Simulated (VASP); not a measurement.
# InAs (F-43m) in VASP: single point with LDA

Aim: the single point of InAs with LDA.

All numbers are computed with VASP 6.6.1; they aren't measurements. Logs are shortened: lines on timing, memory, paths and dates and some standing lists are left out, and cuts for length are marked.

### Step 1. The cell of the first run

It takes space group F-43m (No. 216, cubic). The conventional cell has a = 6.026 Å, b = 6.026 Å, c = 6.026 Å, α = 90.00°, β = 90.00°, γ = 90.00°. In (site symmetry -43m) has 4 As at 2.61 Å within 3.4 Å. As (site symmetry -43m) has 4 In at 2.61 Å within 3.4 Å.

### Step 2. Single point, LDA

Contents of POSCAR:

```
InAs
1.0
    0.0000000000      3.0130178171      3.0130178171
    3.0130178171      0.0000000000      3.0130178171
    3.0130178171      3.0130178171      0.0000000000
In As
1 1
Direct
    0.0000000000      0.0000000000      0.0000000000
    0.2500000000      0.2500000000      0.2500000000
```

Contents of INCAR.step1:

```
SYSTEM = InAs
PREC = Accurate ; ENCUT = 400
EDIFF = 1E-6 ; ISMEAR = 0
SIGMA = 0.1 ; LREAL = .FALSE.
LASPH = .TRUE. ; NELM = 120
ALGO = Normal ; ISIF = 2
LWAVE = .FALSE. ; LCHARG = .TRUE.
GGA = CA ; NBANDS = 16
GGA_COMPAT = .FALSE. ; NEDOS = 2001
LORBIT = 11
```

Contents of KPOINTS.step1:

```
regular mesh
0
G
  12 12 12
  0 0 0
```

Contents of INCAR.step2:

```
SYSTEM = InAs
PREC = Accurate ; ENCUT = 400
EDIFF = 1E-6 ; ISMEAR = -5
SIGMA = 0.1 ; LREAL = .FALSE.
LASPH = .TRUE. ; NELM = 120
ALGO = Normal ; ISIF = 2
LWAVE = .FALSE. ; LCHARG = .FALSE.
GGA = CA ; LORBIT = 11
NBANDS = 16 ; NEDOS = 1001
ICHARG = 11 ; GGA_COMPAT = .FALSE.
```

Contents of KPOINTS.step2:

```
regular mesh
0
G
  18 18 18
  0 0 0
```

Potentials or basis: VASP PAW LDA potentials, release 64 (In_d, As).

The run is started by

```sh
> cat potpaw_LDA.64/In_d/POTCAR potpaw_LDA.64/As/POTCAR > POTCAR
> cp INCAR.step1 INCAR
> cp KPOINTS.step1 KPOINTS
> mpirun -np 1 vasp_std > vasp.out
> cp INCAR.step2 INCAR
> cp KPOINTS.step2 KPOINTS
> mpirun -np 1 vasp_std > vasp.out
```

OUTCAR:

```text
SYSTEM = InAs
   PREC = Accurate
   ENCUT = 400
   EDIFF = 1E-6
   ISMEAR = -5
   LREAL = .FALSE.
   LASPH = .TRUE.
   NELM = 120
   ISIF = 2
   GGA = CA
   LORBIT = 11
   ICHARG = 11

 ion  position               nearest neighbor table
   1  0.000  0.000  0.000-   2 2.61   2 2.61   2 2.61   2 2.61
   2  0.250  0.250  0.250-   1 2.61   1 2.61   1 2.61   1 2.61

  LATTYP: Found a face centered cubic cell.
 ALAT       =     6.0260356342

  Lattice vectors:

 A1 = (   0.0000000000,   3.0130178171,   3.0130178171)
 A2 = (   3.0130178171,   0.0000000000,   3.0130178171)
 A3 = (   3.0130178171,   3.0130178171,   0.0000000000)

Analysis of symmetry for initial positions (statically):
=====================================================================
 Subroutine PRICEL returns:
 Original cell was already a primitive cell.

 Routine SETGRP: Setting up the symmetry group for a
 face centered cubic supercell.

 Subroutine GETGRP returns: Found 24 space group operations
 (whereof 24 operations were pure point group operations)
 out of a pool of 48 trial point group operations.

The static configuration has the point symmetry T_d .

Analysis of symmetry for dynamics (positions and initial velocities):
=====================================================================
 Subroutine PRICEL returns:
 Original cell was already a primitive cell.

 Routine SETGRP: Setting up the symmetry group for a
 face centered cubic supercell.

 Subroutine GETGRP returns: Found 24 space group operations
 (whereof 24 operations were pure point group operations)
 out of a pool of 48 trial point group operations.

The dynamic configuration has the point symmetry T_d .

 Subroutine INISYM returns: Found 24 space group operations
 (whereof 24 operations are pure point group operations),
 and found     1 'primitive' translations

----------------------------------------------------------------------------------------

                                     Primitive cell

  volume of cell :      54.7060

  direct lattice vectors                    reciprocal lattice vectors
     0.000000000  3.013017817  3.013017817    -0.165946579  0.165946579  0.165946579
     3.013017817  0.000000000  3.013017817     0.165946579 -0.165946579  0.165946579
     3.013017817  3.013017817  0.000000000     0.165946579  0.165946579 -0.165946579

  length of vectors
     4.261050661  4.261050661  4.261050661     0.287427907  0.287427907  0.287427907

[... 88 lines left out ...]
   ISIF   =      2    stress and relaxation
   ISYM   =      2    0-nonsym 1-usesym 2-fastsym
   POTIM  = 0.5000    time-step for ionic-motion
   TEBEG  =    0.0;   TEEND  =   0.0 temperature during run
   PSTRESS=    0.0 pullay stress
   NELECT =      18.0000    total number of electrons
   NUPDOWN=      -1.0000    fix difference up-down
   EMIN   =  10.00;   EMAX   =-10.00  energy-range for DOS
   EFERMI =   0.00;   METHOD = LEGACY
   ISMEAR =    -5;   SIGMA  =   0.10  broadening in eV -4-tet -1-fermi 0-gaus
   EFERMI_NEDOS =   21; number of points for ismear=-14 and -15
   IALGO  =     38    algorithm
   IMIX   =      4    mixing-type and parameters
     AMIX     =   0.40;   BMIX     =  1.00
     AMIX_MAG =   1.60;   BMIX_MAG =  1.00
  volume/ion in A,a.u.               =      27.35       184.59
  Fermi-wavevector in a.u.,A,eV,Ry     =   1.130197  2.135762 17.379323  1.277344
  Thomas-Fermi vector in A             =   2.266892
   LORBIT       =     11    0 simple, 1 ext, 2 COOP (PROOUT), +10 PAW based schemes
   GGA     = CA    functional components
   LHFCALC =     F    Hartree Fock is set to
   AEXX    =    0.0000 exact exchange contribution
   IVDW    =     0    specifies the selected vdW correction
   LEPSILON=     F    determine dielectric tensor
   LRPA    =     F    only Hartree local field effects (RPA)
 non-spin polarized calculation
 Fermi weights with tetrahedron method with Bloechl corrections
  energy-cutoff  :      400.00
  volume of cell :       54.71
 maximum number of plane-waves:      1018

 number of electron      18.0000015 magnetization

 Free energy of the ion-electron system (eV)
  ---------------------------------------------------
  ext. energy  EPLUGINS =         0.00000000
  ---------------------------------------------------
  free energy    TOTEN  =        -9.03116546 eV

  energy without entropy =       -9.03116546  energy(sigma->0) =       -9.03116546

 E-fermi :   4.4442     XC(G=0):  -9.4570

 val. band max:        4.4438425240   @ k =   0.0000   0.0000   0.0000
 cond. band min:       4.4438429416   @ k =   0.0000   0.0000   0.0000
 fundamental gap:      0.0000004176
 Fermi energy:         4.4442014409

 k-point     1 :       0.0000    0.0000    0.0000
  band No.  band energies     occupation
      1      -9.9345      2.00000
      2      -9.9345      2.00000
      3      -9.9345      2.00000
      4      -9.7990      2.00000
      5      -9.7990      2.00000
      6      -7.5378      2.00000
[... 433 lines left out ...]
      3      -9.9129      2.00000
      4      -9.8007      2.00000
      5      -9.7960      2.00000
      6      -6.9327      2.00000
[... 8 lines left out ...]
     15      12.7499      0.00000
     16      13.5583      0.00000

 [... further k-points ...]

------------------------ aborting loop because EDIFF is reached ----------------------------------------

  FORCE on cell =-STRESS in cart. coord.  units (eV):
  Direction    XX          YY          ZZ          XY          YZ          ZX
  --------------------------------------------------------------------------------------
  -------------------------------------------------------------------------------------
  Total        0.0503943      0.0503943      0.0503943     -0.0000000      0.0000000     -0.0000000
  in kB        1.4759003      1.4759003      1.4759003     -0.0000000      0.0000000     -0.0000000
  external PRESSURE =       1.4759003 kB  Pullay stress =       0.0000000 kB

 VOLUME and BASIS-vectors are now :
 -----------------------------------------------------------------------------
  energy-cutoff  :      400.00
  volume of cell :       54.71
      direct lattice vectors                 reciprocal lattice vectors
     0.000000000  3.013017817  3.013017817    -0.165946579  0.165946579  0.165946579
     3.013017817  0.000000000  3.013017817     0.165946579 -0.165946579  0.165946579
     3.013017817  3.013017817  0.000000000     0.165946579  0.165946579 -0.165946579

 POSITION                                       TOTAL-FORCE (eV/Angst)
 -----------------------------------------------------------------------------------
      0.00000      0.00000      0.00000        -0.000000      0.000000     -0.000000
      1.50651      1.50651      1.50651         0.000000     -0.000000      0.000000
 -----------------------------------------------------------------------------------
    total drift:                               -0.000000     -0.000000     -0.000000

  FREE ENERGIE OF THE ION-ELECTRON SYSTEM (eV)
  ---------------------------------------------------
  free  energy   TOTEN  =        -9.0311654611 eV

  energy  without entropy=       -9.0311654611  energy(sigma->0) =       -9.03116546

 total charge

# of ion       s       p       d       tot
------------------------------------------
    1        0.865   0.754   9.886  11.505
    2        1.229   1.571   0.023   2.822
--------------------------------------------------
tot          2.093   2.325   9.909  14.327
```

OSZICAR.step1:

```text
N       E                     dE             d eps       ncg     rms          rms(c)
DAV:   1     0.103411434817E+03    0.10341E+03   -0.72109E+03  2312   0.102E+03
DAV:   2    -0.251199731710E+01   -0.10592E+03   -0.10156E+03  2528   0.263E+02
DAV:   3    -0.917748870869E+01   -0.66655E+01   -0.66378E+01  3016   0.696E+01
DAV:   4    -0.934041980766E+01   -0.16293E+00   -0.16290E+00  2832   0.124E+01
DAV:   5    -0.934702211249E+01   -0.66023E-02   -0.66022E-02  3368   0.204E+00    0.476E+00
DAV:   6    -0.907256027495E+01    0.27446E+00   -0.36626E-01  3656   0.105E+01    0.263E+00
DAV:   7    -0.903317535211E+01    0.39385E-01   -0.10659E-01  3248   0.293E+00    0.685E-01
DAV:   8    -0.902982287943E+01    0.33525E-02   -0.11793E-02  2880   0.124E+00    0.223E-01
DAV:   9    -0.902970962332E+01    0.11326E-03   -0.77257E-04  2968   0.230E-01    0.137E-01
DAV:  10    -0.902973062429E+01   -0.21001E-04   -0.11118E-04  3416   0.175E-01    0.678E-02
DAV:  11    -0.902973446515E+01   -0.38409E-05   -0.31232E-05  3432   0.105E-01    0.432E-02
DAV:  12    -0.902973222180E+01    0.22434E-05   -0.43542E-06  2928   0.269E-02    0.650E-03
DAV:  13    -0.902973226163E+01   -0.39836E-07   -0.64799E-07  1576   0.473E-03
   1 F= -.90297323E+01 E0= -.90296577E+01  d E =-.149111E-03
```

Run time: 3 min. Hardware: 1 thread of Intel Xeon 8259CL, shared host; peak memory 0.23 GiB.

What came out:

```
Valence electrons inside the program's atomic spheres : In 11.51; As 2.82
```

Levels at points of the mesh, in eV from the Fermi level:
```csv
k point,band 7,band 8,band 9,band 10,band 11,band 12
"(0.00, 0.00, 0.00)",-0.34,0.00,0.00,0.00,3.83,3.83
"(0.50, 0.00, 0.00)",-5.89,-1.02,-1.02,0.83,4.61,4.61
"(0.50, 0.50, 0.00)",-5.96,-2.38,-2.38,1.41,1.96,9.07
```

Caveat: spin-orbit coupling is left out, which moves the levels of the heavy elements.
